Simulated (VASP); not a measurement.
A run of VASP 6.6.1:

INCAR

```
SYSTEM = TiTe2
ALGO = Normal ; EDIFF = 1E-6
EDIFFG = -0.02 ; ENCUT = 600
GGA = RE ; IBRION = 2
ISIF = 3 ; ISMEAR = 1
IVDW = 12 ; LASPH = .True.
LCHARG = .False. ; LREAL = .False.
LWAVE = .False. ; NELM = 80
NSW = 60 ; PREC = Accurate
SIGMA = 0.1
```

File KPOINTS:

```
k-points
0
Gamma
  8 8 4
  0 0 0
```

The input POSCAR:

```
TiTe2
1.0
    3.7770000000      0.0000000000      0.0000000000
   -1.8885000000      3.2709780000      0.0000000000
    0.0000000000      0.0000000000      6.4980000000
Ti Te
1 2
Direct
    0.0000000000      0.0000000000      0.0000000000
    0.6666666667      0.3333333333      0.2628000000
    0.3333333333      0.6666666667      0.7372000000
```

Potentials or basis: VASP PAW PBE potentials, release 64 (Ti_sv, Te).

The run is started by

```sh
$ cat potpaw_PBE.64/Ti_sv/POTCAR potpaw_PBE.64/Te/POTCAR > POTCAR
$ mpirun -np 1 vasp_std > vasp.out
```

Hardware: 1 thread of Intel(R) Xeon(R) Platinum 8488C (Sapphire Rapids), on a shared host.

Q: How long does it take, and how much memory?

A: It took 9.1 min on 1 thread of Intel(R) Xeon(R) Platinum 8488C (Sapphire Rapids), on a shared host, peak memory 0.27 GiB. Counts: scf iterations 96, k points 35, ion steps 10.
